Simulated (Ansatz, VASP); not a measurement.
# One calculation of Si, two programs

```xyz
4
Lattice="4.0953 0.0000 0.0000 -2.0476 3.5466 0.0000 0.0000 0.0000 5.4193" Properties=species:S:1:pos:R:3 pbc="T T T"
Si    0.0000    2.3644    0.3675
Si    2.0476    1.1822    3.0771
Si    0.0000    2.3644    2.3422
Si    2.0476    1.1822    5.0518
```

Alike in both runs: task single point; functional LDA; k mesh 12 × 12 × 6; occupations gaussian, width 0.03 eV; no spin polarisation.

|  | VASP | Ansatz |
| --- | --- | --- |
| version | VASP 6.6.1 | Ansatz 0.2.0 |
| potentials or method | VASP PAW LDA potentials, release 64 (Si), cutoff 520 eV | scalar-relativistic, plane waves, PAW |
| valence electrons in the cell | 16 | 16 |

```tsv
	VASP	Ansatz	Ansatz less VASP
gap on the k mesh at the Fermi level (eV)	none	none	-
pressure (GPa)	11.2	11.3	+0.02
traceless stress, the component that is largest in VASP (GPa)	50.63	50.68	+0.045
rms of the force components (eV/Å)	3.721	3.738	+0.0175
```

Ansatz warns that its potentials were made for another functional, while VASP's fit it. LDA's correlation is that of Perdew and Zunger in VASP and of Perdew and Wang (1992) in Ansatz. Atom by atom the forces differ by 0.018 eV/Å (rms over components). A gap of «none» marks a metal or a gap that the smearing closes.
